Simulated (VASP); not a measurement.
A run of VASP 6.6.1:

POSCAR

```
Li2Se
1.0
    0.0000000000      2.9286022429      2.9286022429
    2.9286022429      0.0000000000      2.9286022429
    2.9286022429      2.9286022429      0.0000000000
Li Se
2 1
Direct
    0.2500000000      0.2500000000      0.2500000000
    0.7500000000      0.7500000000      0.7500000000
    0.0000000000      0.0000000000      0.0000000000
```

INCAR.step1

```
PREC     = Accurate       # precision mode
ENCUT    = 830            # plane-wave cutoff, eV
ISMEAR   = 0              # smearing method
SIGMA    = 0.05           # smearing width, eV
LREAL    = F              # projectors in reciprocal space
LASPH    = T              # aspherical terms in the spheres
NELM     = 120            # most SCF steps
NBANDS   = 13             # bands
GGA      = PE             # functional
ALGO     = Normal         # electronic algorithm
EDIFF    = 1E-5           # SCF threshold, eV
LWAVE    = T              # write WAVECAR
LCHARG   = F              # write CHGCAR
GGA_COMPAT= F
```

INCAR.step2

```
PREC     = Accurate       # precision mode
ENCUT    = 830            # plane-wave cutoff, eV
EDIFF    = 1E-6           # SCF threshold, eV
ISMEAR   = 0              # smearing method
SIGMA    = 0.05           # smearing width, eV
LREAL    = F              # projectors in reciprocal space
LASPH    = T              # aspherical terms in the spheres
NELM     = 120            # most SCF steps
ALGO     = Normal         # electronic algorithm
ISIF     = 2              # what is computed and relaxed
LWAVE    = F              # write WAVECAR
LCHARG   = T              # write CHGCAR
METAGGA  = R2SCAN         # meta-GGA
LMIXTAU  = T            
IVDW     = 12             # dispersion correction
VDW_S6   = 1.0          
VDW_S8   = 0.78981345   
VDW_A1   = 0.49484001   
VDW_A2   = 5.73083694   
LELF     = T              # ELF
LVHAR    = T            
NBANDS   = 13             # bands
ISTART   = 1            
GGA_COMPAT= F
```

The input KPOINTS:

```
Automatic mesh
0
Gamma
  8 8 8
```

Potentials or basis: VASP PAW PBE potentials, release 64 (Li_sv, Se).

Run with:

```console
$ cat potpaw_PBE.64/Li_sv/POTCAR potpaw_PBE.64/Se/POTCAR > POTCAR
$ cp INCAR.step1 INCAR
$ mpirun -np 1 vasp_std > vasp.out
$ cp INCAR.step2 INCAR
$ mpirun -np 1 vasp_std > vasp.out
```

Hardware: 1 thread of AMD EPYC 7R43 64-Core Processor (Zen 3), with other jobs on the host.

Estimate the wall time of this run.

Run time: 5.3 min on 1 thread of AMD EPYC 7R43 64-Core Processor (Zen 3), with other jobs on the host, peak memory 0.24 GiB. Counts: k points 29.
